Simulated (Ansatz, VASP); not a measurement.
## HgPt: VASP beside Ansatz

```
CELL_PARAMETERS angstrom
2.68472 0.00000 0.00000
0.00000 2.68472 0.00000
0.00000 0.00000 3.54066
ATOMIC_POSITIONS crystal
Hg 0.00000 0.00000 0.00000
Pt 0.50000 0.50000 0.50000
```

Change from the starting cell: volume scaled by 0.7, LAPW.

Alike in both runs: task single point; functional LDA; k mesh 12 × 12 × 9; occupations fermi-dirac, width 0.05 eV; no spin polarisation.

```csv
,VASP,Ansatz
version,VASP 6.6.1,Ansatz 0.2.0
potentials or method,"VASP PAW LDA potentials, release 64 (Hg, Pt), cutoff 500 eV","all-electron LAPW, scalar-relativistic"
```

Ansatz gave:

```
pressure (GPa)                                                : 111.3
traceless stress, the component that is largest in VASP (GPa) : 0.21
```

Question: Estimate VASP's values.

Answer: Pressure (GPa): 119.5; traceless stress, the component that is largest in VASP (GPa): 0.76.

LDA's correlation is that of Perdew and Zunger in VASP and of Perdew and Wang (1992) in Ansatz. Both programs put the cell under a high pressure, so it lies far from rest at this level. Ansatz ran all-electron here, and VASP with PAW potentials.

Spin-orbit coupling is off throughout. Noted on VASP's run: the cell as given lies far from equilibrium.
